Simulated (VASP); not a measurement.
# BN in VASP: a series of runs

Runs on BN. Level: r2SCAN. Tasks: single point.

Program: VASP 6.6.1. These are calculated values, not measurements. Logs are shortened: lines on timing, memory, paths and dates and some standing lists are left out, and cuts for length are marked.

## Step 1: The cell of the first run

It takes space group F-43m (No. 216, cubic). Conventional cell: a = 3.321 Å, b = 3.321 Å, c = 3.321 Å, α = 90.00°, β = 90.00°, γ = 90.00°. B (site symmetry -43m) has 4 N at 1.44 Å within 1.9 Å. Within 1.9 Å of N (site symmetry -43m) lie 4 B at 1.44 Å.

## Step 2: Single point, r2SCAN (strain -0.080 along x and y, -0.080 along z)

POSCAR

```
BN
1.0
    0.0000000000      1.6604286547      1.6604286547
    1.6604286547      0.0000000000      1.6604286547
    1.6604286547      1.6604286547      0.0000000000
B N
1 1
Direct
    0.0000000000      0.0000000000      0.0000000000
    0.7500000000      0.7500000000      0.7500000000
```

INCAR.step1

```
SYSTEM = BN
  PREC = Accurate
  ENCUT = 520
  ISMEAR = 0
  SIGMA = 0.05
  LREAL = .False.
  LASPH = .True.
  NELM = 80
  NBANDS = 11
  GGA = PE
  ALGO = Normal
  EDIFF = 1E-4
  LWAVE = .True.
  LCHARG = .False.
```

INCAR.step2

```
SYSTEM = BN
  PREC = Accurate
  ENCUT = 520
  EDIFF = 1E-7
  ISMEAR = 0
  SIGMA = 0.05
  LREAL = .False.
  LASPH = .True.
  NELM = 80
  ALGO = Normal
  ISIF = 2
  LWAVE = .False.
  LCHARG = .True.
  METAGGA = R2SCAN
  LMIXTAU = .True.
  LELF = .True.
  LVHAR = .True.
  NBANDS = 11
  ISTART = 1
```

KPOINTS

```
Automatic mesh
0
Gamma
  12 12 12
  0 0 0
```

Potentials or basis: VASP PAW PBE potentials, release 64 (B, N).

Started as:

```bash
> cat potpaw_PBE.64/B/POTCAR potpaw_PBE.64/N/POTCAR > POTCAR
> cp INCAR.step1 INCAR
> mpirun -np 1 vasp_std > vasp.out
> cp INCAR.step2 INCAR
> mpirun -np 1 vasp_std > vasp.out
```

OUTCAR:

```text
SYSTEM = BN
   PREC = Accurate
   ENCUT = 520
   EDIFF = 1E-7
   ISMEAR = 0
   LREAL = .False.
   LASPH = .True.
   NELM = 80
   ISIF = 2
   METAGGA = R2SCAN
   ISTART = 1

 ion  position               nearest neighbor table
   1  0.000  0.000  0.000-   2 1.44   2 1.44   2 1.44   2 1.44
   2  0.750  0.750  0.750-   1 1.44   1 1.44   1 1.44   1 1.44

  LATTYP: Found a face centered cubic cell.
 ALAT       =     3.3208573094

  Lattice vectors:

 A1 = (   0.0000000000,   1.6604286547,   1.6604286547)
 A2 = (   1.6604286547,   0.0000000000,   1.6604286547)
 A3 = (   1.6604286547,   1.6604286547,   0.0000000000)

Analysis of symmetry for initial positions (statically):
=====================================================================
 Subroutine PRICEL returns:
 Original cell was already a primitive cell.

 Routine SETGRP: Setting up the symmetry group for a
 face centered cubic supercell.

 Subroutine GETGRP returns: Found 24 space group operations
 (whereof 24 operations were pure point group operations)
 out of a pool of 48 trial point group operations.

The static configuration has the point symmetry T_d .

Analysis of symmetry for dynamics (positions and initial velocities):
=====================================================================
 Subroutine PRICEL returns:
 Original cell was already a primitive cell.

 Routine SETGRP: Setting up the symmetry group for a
 face centered cubic supercell.

 Subroutine GETGRP returns: Found 24 space group operations
 (whereof 24 operations were pure point group operations)
 out of a pool of 48 trial point group operations.

The dynamic configuration has the point symmetry T_d .

 Subroutine INISYM returns: Found 24 space group operations
 (whereof 24 operations are pure point group operations),
 and found     1 'primitive' translations

----------------------------------------------------------------------------------------

                                     Primitive cell

  volume of cell :       9.1557

  direct lattice vectors                    reciprocal lattice vectors
     0.000000000  1.660428655  1.660428655    -0.301127061  0.301127061  0.301127061
     1.660428655  0.000000000  1.660428655     0.301127061 -0.301127061  0.301127061
     1.660428655  1.660428655  0.000000000     0.301127061  0.301127061 -0.301127061

  length of vectors
     2.348200723  2.348200723  2.348200723     0.521567368  0.521567368  0.521567368

  position of ions in fractional coordinates (direct lattice)
     0.000000000  0.000000000  0.000000000
     0.750000000  0.750000000  0.750000000

[... 81 lines left out ...]
   NFREE  =      0    steps in history (QN), initial steepest desc. (CG)
   ISIF   =      2    stress and relaxation
   ISYM   =      2    0-nonsym 1-usesym 2-fastsym
   POTIM  = 0.5000    time-step for ionic-motion
   TEBEG  =    0.0;   TEEND  =   0.0 temperature during run
   PSTRESS=    0.0 pullay stress
   NELECT =       8.0000    total number of electrons
   NUPDOWN=      -1.0000    fix difference up-down
   EMIN   =  10.00;   EMAX   =-10.00  energy-range for DOS
   EFERMI =   0.00;   METHOD = LEGACY
   ISMEAR =     0;   SIGMA  =   0.05  broadening in eV -4-tet -1-fermi 0-gaus
   EFERMI_NEDOS =   21; number of points for ismear=-14 and -15
   IALGO  =     38    algorithm
   IMIX   =      4    mixing-type and parameters
     AMIX     =   0.40;   BMIX     =  1.00
     AMIX_MAG =   1.60;   BMIX_MAG =  1.00
  volume/ion in A,a.u.               =       4.58        30.89
  Fermi-wavevector in a.u.,A,eV,Ry     =   1.565097  2.957605 33.327863  2.449529
  Thomas-Fermi vector in A             =   2.667623
   LORBIT       =      0    0 simple, 1 ext, 2 COOP (PROOUT), +10 PAW based schemes
   METAGGA = R2SCAN    functional components
   LHFCALC =     F    Hartree Fock is set to
   AEXX    =    0.0000 exact exchange contribution
   IVDW    =     0    specifies the selected vdW correction
   LEPSILON=     F    determine dielectric tensor
   LRPA    =     F    only Hartree local field effects (RPA)
 non-spin polarized calculation
 Gauss-broadening in eV      SIGMA  =   0.05
  energy-cutoff  :      520.00
  volume of cell :        9.16
 maximum number of plane-waves:       263
 NGX is ok and might be reduce to    18
   NGX =  9   NGY =  9   NGZ =  9

 number of electron       8.0000002 magnetization

 Free energy of the ion-electron system (eV)
  ---------------------------------------------------
  ext. energy  EPLUGINS =         0.00000000
  ---------------------------------------------------
  free energy    TOTEN  =       -18.10886329 eV

  energy without entropy =      -18.10886329  energy(sigma->0) =      -18.10886329

 E-fermi :  10.9850     XC(G=0): -15.0561

 val. band max:       10.7211471437   @ k =   0.0000   0.0000   0.0000
 cond. band min:      15.9636751702   @ k =   0.5000   0.5000   0.0000
 fundamental gap:      5.2425280265
 Fermi energy:        10.9849735624

 k-point     1 :       0.0000    0.0000    0.0000
  band No.  band energies     occupation
      1     -13.8414      2.00000
      2      10.7211      2.00000
      3      10.7211      2.00000
      4      10.7211      2.00000
      5      21.4953      0.00000
      6      21.4953      0.00000
      7      21.4953      0.00000
      8      26.5008      0.00000
      9      42.1863      0.00000
     10      42.8267      0.00000
     11      42.8267      0.00000
[... 309 lines left out ...]
 k-point    24 :      -0.4167    0.1667    0.0000
  band No.  band energies     occupation
      1      -7.7439      2.00000
      2      -2.1397      2.00000
      3       5.4422      2.00000
      4       7.2876      2.00000
      5      21.9513      0.00000
      6      25.8306      0.00000
      7      27.3371      0.00000
      8      31.2400      0.00000
      9      36.8389      0.00000
     10      40.8340      0.00000
     11      44.9087      0.00000

 [... further k-points ...]
[... 5 lines left out ...]
  --------------------------------------------------------------------------------------
  -------------------------------------------------------------------------------------
  Total        8.8968814      8.8968814      8.8968814      0.0000000      0.0000000      0.0000000
  in kB     1556.8892755   1556.8892755   1556.8892755      0.0000000      0.0000000      0.0000000
  external PRESSURE =    1556.8892755 kB  Pullay stress =       0.0000000 kB

 VOLUME and BASIS-vectors are now :
 -----------------------------------------------------------------------------
  energy-cutoff  :      520.00
  volume of cell :        9.16
      direct lattice vectors                 reciprocal lattice vectors
     0.000000000  1.660428655  1.660428655    -0.301127061  0.301127061  0.301127061
     1.660428655  0.000000000  1.660428655     0.301127061 -0.301127061  0.301127061
     1.660428655  1.660428655  0.000000000     0.301127061  0.301127061 -0.301127061

 POSITION                                       TOTAL-FORCE (eV/Angst)
 -----------------------------------------------------------------------------------
      0.00000      0.00000      0.00000         0.000000      0.000000      0.000000
      2.49064      2.49064      2.49064        -0.000000     -0.000000     -0.000000
 -----------------------------------------------------------------------------------
    total drift:                               -0.000000     -0.000000     -0.000000

  FREE ENERGIE OF THE ION-ELECTRON SYSTEM (eV)
  ---------------------------------------------------
  free  energy   TOTEN  =       -18.1088632904 eV

  energy  without entropy=      -18.1088632904  energy(sigma->0) =      -18.10886329
```

OUTCAR.step1:

```text
SYSTEM = BN
   PREC = Accurate
   ENCUT = 520
   ISMEAR = 0
   LREAL = .False.
   LASPH = .True.
[... 558 lines left out ...]
      0.00000      0.00000      0.00000        -0.000000     -0.000000     -0.000000
      2.49064      2.49064      2.49064         0.000000      0.000000      0.000000
 -----------------------------------------------------------------------------------
    total drift:                               -0.000000     -0.000000     -0.000000

  FREE ENERGIE OF THE ION-ELECTRON SYSTEM (eV)
  ---------------------------------------------------
  free  energy   TOTEN  =       -16.3348401317 eV

  energy  without entropy=      -16.3348401317  energy(sigma->0) =      -16.33484013
```

It took 26 s on 1 thread of AMD EPYC 9R45 (Zen 5), shared host; peak memory 0.08 GiB.

What came out:

* Free energy: -18.1089 eV
* Pressure: 155.7 GPa
* Band gap on the k mesh: 5.24 eV (least direct gap 10.77 eV)

Levels at points of the mesh, in eV from the valence-band top:
```
           k point  band 1  band 2  band 3  band 4  band 5  band 6  band 7  band 8
(0.00, 0.00, 0.00)  -24.56    0.00    0.00    0.00   10.77   10.77   10.77   15.78
(0.50, 0.00, 0.00)  -18.93  -13.74   -2.57   -2.57   12.88   12.88   14.50   19.18
(0.50, 0.50, 0.00)  -17.13  -11.24   -6.55   -6.55    5.24   11.29   23.70   23.70
```

Caveat: the cell differs from its parent crystal (strain -0.080 along x and y, -0.080 along z); the cell stands under pressure; the PAW data sets were made with another functional, which shifts forces and pressure a little.

## Step 3: Single point, r2SCAN (strain -0.040 along x and y, -0.040 along z)

POSCAR

```
BN
1.0
    0.0000000000      1.7326212049      1.7326212049
    1.7326212049      0.0000000000      1.7326212049
    1.7326212049      1.7326212049      0.0000000000
B N
1 1
Direct
    0.0000000000      0.0000000000      0.0000000000
    0.7500000000      0.7500000000      0.7500000000
```

INCAR.step1

```
SYSTEM = BN
  PREC = Accurate
  ENCUT = 520
  ISMEAR = 0
  SIGMA = 0.05
  LREAL = .FALSE.
  LASPH = .TRUE.
  NELM = 100
  NBANDS = 11
  GGA = PE
  ALGO = Normal
  EDIFF = 1E-4
  LWAVE = .TRUE.
  LCHARG = .FALSE.
```

INCAR.step2

```
SYSTEM = BN
  PREC = Accurate
  ENCUT = 520
  EDIFF = 1E-7
  ISMEAR = 0
  SIGMA = 0.05
  LREAL = .FALSE.
  LASPH = .TRUE.
  NELM = 100
  ALGO = Normal
  ISIF = 2
  LWAVE = .FALSE.
  LCHARG = .TRUE.
  METAGGA = R2SCAN
  LMIXTAU = .TRUE.
  LELF = .TRUE.
  LVHAR = .TRUE.
  NBANDS = 11
  ISTART = 1
```

KPOINTS

```
Automatic mesh
0
G
  12 12 12
  0 0 0
```

Potentials or basis: VASP PAW PBE potentials, release 64 (B, N).

Started as:

```bash
> cat potpaw_PBE.64/B/POTCAR potpaw_PBE.64/N/POTCAR > POTCAR
> cp INCAR.step1 INCAR
> mpirun -np 1 vasp_std > vasp.out
> cp INCAR.step2 INCAR
> mpirun -np 1 vasp_std > vasp.out
```

Run time: 27 s. Hardware: 1 thread of AMD EPYC 9R45 (Zen 5), shared host; peak memory 0.09 GiB.

It converged, with:

```
Free energy            : -18.9260 eV
Pressure               : 61.5 GPa
Band gap on the k mesh : 5.12 eV (least direct gap 10.15 eV)
```

Levels at points of the mesh, in eV from the valence-band top:
```
           k point  band 2  band 3  band 4  band 5  band 6  band 7
(0.00, 0.00, 0.00)    0.00    0.00    0.00   10.15   10.15   10.15
(0.50, 0.00, 0.00)  -12.34   -2.28   -2.28   12.18   12.18   12.57
(0.50, 0.50, 0.00)  -10.22   -5.78   -5.78    5.12   10.56   21.38
```

Caveat: the cell differs from its parent crystal (strain -0.040 along x and y, -0.040 along z); the cell stands under pressure; the PAW data sets were made with another functional, which shifts forces and pressure a little. A k mesh can miss the band edges.

## Step 4: Single point, r2SCAN (strain +0.040 along x and y, +0.040 along z)

POSCAR

```
BN
1.0
    0.0000000000      1.8770063053      1.8770063053
    1.8770063053      0.0000000000      1.8770063053
    1.8770063053      1.8770063053      0.0000000000
B N
1 1
Direct
    0.0000000000      0.0000000000      0.0000000000
    0.7500000000      0.7500000000      0.7500000000
```

INCAR.step1

```
ALGO = Normal
EDIFF = 1E-4
ENCUT = 520
GGA = PE
ISMEAR = 0
LASPH = T
LCHARG = F
LREAL = F
LWAVE = T
NBANDS = 11
NELM = 80
PREC = Accurate
SIGMA = 0.05
```

INCAR.step2

```
ALGO = Normal
EDIFF = 1E-6
ENCUT = 520
ISIF = 2
ISMEAR = 0
ISTART = 1
LASPH = T
LCHARG = T
LELF = T
LMIXTAU = T
LREAL = F
LVHAR = T
LWAVE = F
METAGGA = R2SCAN
NBANDS = 11
NELM = 80
PREC = Accurate
SIGMA = 0.05
```

KPOINTS

```
k-points
0
Gamma
  12 12 12
```

Started as:

```bash
> cat potpaw_PBE.64/B/POTCAR potpaw_PBE.64/N/POTCAR > POTCAR
> cp INCAR.step1 INCAR
> mpirun -np 1 vasp_std > vasp.out
> cp INCAR.step2 INCAR
> mpirun -np 1 vasp_std > vasp.out
```

Wall time 29 s (1 thread of AMD EPYC 9R45 (Zen 5), shared host); peak memory 0.09 GiB.

The run converged. Its results:

```yaml
Free_energy: -18.9971 eV
Pressure: -36.4 GPa
Band_gap_on_the_k_mesh: 4.83 eV (least direct gap 8.97 eV)
```

Levels at points of the mesh, in eV from the valence-band top:
| k point | band 1 | band 2 | band 3 | band 4 | band 5 | band 6 | band 7 | band 8 |
| --- | --- | --- | --- | --- | --- | --- | --- | --- |
| (0.00, 0.00, 0.00) | -20.04 | 0.00 | 0.00 | 0.00 | 8.97 | 8.97 | 8.97 | 9.18 |
| (0.50, 0.00, 0.00) | -16.27 | -10.07 | -1.81 | -1.81 | 9.30 | 10.82 | 10.82 | 15.17 |
| (0.50, 0.50, 0.00) | -15.01 | -8.60 | -4.55 | -4.55 | 4.83 | 9.13 | 17.51 | 17.51 |

Caveat: the cell differs from its parent crystal (strain +0.040 along x and y, +0.040 along z); the cell stands under tension; the PAW data sets were made with another functional, which shifts forces and pressure a little. A k mesh can miss the band edges.

## Step 5: Single point, r2SCAN (strain +0.080 along x and y, +0.080 along z)

POSCAR

```
BN
1.0
    0.0000000000      1.9491988555      1.9491988555
    1.9491988555      0.0000000000      1.9491988555
    1.9491988555      1.9491988555      0.0000000000
B N
1 1
Direct
    0.0000000000      0.0000000000      0.0000000000
    0.7500000000      0.7500000000      0.7500000000
```

INCAR.step1

```
SYSTEM = BN
  PREC = Accurate
  ENCUT = 520
  ISMEAR = 0
  SIGMA = 0.05
  LREAL = .False.
  LASPH = .True.
  NELM = 80
  NBANDS = 11
  GGA = PE
  ALGO = Normal
  EDIFF = 1E-4
  LWAVE = .True.
  LCHARG = .False.
```

INCAR.step2

```
SYSTEM = BN
  PREC = Accurate
  ENCUT = 520
  EDIFF = 1E-6
  ISMEAR = 0
  SIGMA = 0.05
  LREAL = .False.
  LASPH = .True.
  NELM = 80
  ALGO = Normal
  ISIF = 2
  LWAVE = .False.
  LCHARG = .False.
  METAGGA = R2SCAN
  LMIXTAU = .True.
  NBANDS = 11
  ISTART = 1
```

KPOINTS

```
Automatic mesh
0
Gamma
  12 12 12
  0 0 0
```

Started as:

```bash
> cat potpaw_PBE.64/B/POTCAR potpaw_PBE.64/N/POTCAR > POTCAR
> cp INCAR.step1 INCAR
> mpirun -np 1 vasp_std > vasp.out
> cp INCAR.step2 INCAR
> mpirun -np 1 vasp_std > vasp.out
```

Run time: 40 s. Hardware: 1 thread of AMD EPYC 9R45 (Zen 5), shared host; peak memory 0.11 GiB.

The run converged. Its results:

| Quantity | Value |
| --- | --- |
| Free energy | -18.5195 eV |
| Pressure | -58.5 GPa |
| Band gap on the k mesh | 4.66 eV (least direct gap 7.43 eV) |

Levels at points of the mesh, in eV from the valence-band top:
| k point | band 2 | band 3 | band 4 | band 5 | band 6 | band 7 |
| --- | --- | --- | --- | --- | --- | --- |
| (0.00, 0.00, 0.00) | 0.00 | 0.00 | 0.00 | 7.43 | 8.42 | 8.42 |
| (0.50, 0.00, 0.00) | -9.16 | -1.62 | -1.62 | 7.91 | 10.18 | 10.18 |
| (0.50, 0.50, 0.00) | -7.96 | -4.06 | -4.06 | 4.66 | 8.43 | 15.88 |

Caveat: the cell differs from its parent crystal (strain +0.080 along x and y, +0.080 along z); the cell stands under tension; the PAW data sets were made with another functional, which shifts forces and pressure a little. A k mesh can miss the band edges.

## Step 6: Single point, r2SCAN (strain -0.080 along x and y, -0.040 along z)

POSCAR

```
BN
1.0
    0.0000000000      1.6604286547      1.7326212049
    1.6604286547      0.0000000000      1.7326212049
    1.6604286547      1.6604286547      0.0000000000
B N
1 1
Direct
    0.0000000000      0.0000000000      0.0000000000
    0.7500000000      0.7500000000      0.7500000000
```

INCAR.step1

```
ALGO = Normal
EDIFF = 1E-4
ENCUT = 520
GGA = PE
ISMEAR = 0
LASPH = True
LCHARG = False
LREAL = False
LWAVE = True
NBANDS = 11
NELM = 60
PREC = Accurate
SIGMA = 0.05
```

INCAR.step2

```
ALGO = Normal
EDIFF = 1E-7
ENCUT = 520
ISIF = 2
ISMEAR = 0
ISTART = 1
LASPH = True
LCHARG = True
LELF = True
LMIXTAU = True
LREAL = False
LVHAR = True
LWAVE = False
METAGGA = R2SCAN
NBANDS = 11
NELM = 60
PREC = Accurate
SIGMA = 0.05
```

KPOINTS

```
k-points
0
Gamma
  12 12 12
```

Potentials or basis: VASP PAW PBE potentials, release 64 (B, N).

Started as:

```bash
> cat potpaw_PBE.64/B/POTCAR potpaw_PBE.64/N/POTCAR > POTCAR
> cp INCAR.step1 INCAR
> mpirun -np 1 vasp_std > vasp.out
> cp INCAR.step2 INCAR
> mpirun -np 1 vasp_std > vasp.out
```

It took 51 s on 1 thread of AMD EPYC 9R45 (Zen 5), shared host; peak memory 0.1 GiB.

Results (log left out):

- Free energy: -18.4222 eV
- Pressure: 120.1 GPa
- Band gap on the k mesh: 4.73 eV (least direct gap 10.30 eV)

Stress tensor (GPa, compression positive):
```
131.90   0.00   0.00
  0.00 131.90   0.00
  0.00   0.00  96.41
```

Levels at points of the mesh, in eV from the valence-band top:
| k point | band 1 | band 2 | band 3 | band 4 | band 5 | band 6 | band 7 | band 8 |
| --- | --- | --- | --- | --- | --- | --- | --- | --- |
| (0.00, 0.00, 0.00) | -24.15 | -0.53 | 0.00 | 0.00 | 10.30 | 10.30 | 10.63 | 14.76 |
| (0.50, 0.00, 0.00) | -18.75 | -13.43 | -3.07 | -2.21 | 11.68 | 12.82 | 14.12 | 18.57 |
| (0.50, 0.50, 0.00) | -17.46 | -11.54 | -5.97 | -5.97 | 5.69 | 11.63 | 22.64 | 22.64 |
| (0.50, 0.00, 0.50) | -16.78 | -10.82 | -6.71 | -6.66 | 4.73 | 10.51 | 22.22 | 23.10 |

Caveat: the cell differs from its parent crystal (strain -0.080 along x and y, -0.040 along z); the cell stands under pressure; the PAW data sets were made with another functional, which shifts forces and pressure a little.

## Step 7: Overview

| cell | gap on the mesh (eV) | pressure (GPa) |
| --- | --- | --- |
| a = 2.348 Å, angles 60.0°, 2 atoms | 5.24 | 155.7 |
| a = 2.450 Å, angles 60.0°, 2 atoms | 5.12 | 61.5 |
| a = 2.654 Å, angles 60.0°, 2 atoms | 4.83 | -36.4 |
| a = 2.757 Å, angles 60.0°, 2 atoms | 4.66 | -58.5 |
| a = 2.400, b = 2.400, c = 2.348 Å, angles 60.7, 60.7, 58.6°, 2 atoms | 4.73 | 120.1 |

Alike in all rows: task single point; level r2SCAN; potentials or basis VASP PAW PBE potentials, release 64 (B, N); no spin polarisation; k mesh 12 × 12 × 12; cutoff (eV) 520; smearing gaussian 0.05 eV.

Caveats: the PAW data sets were made with another functional, which shifts forces and pressure a little; the cell stands under pressure (at least some runs); the cell stands under tension (at least some runs).

Total energies depend on the potentials used, so only differences within one code and one set of settings carry meaning.
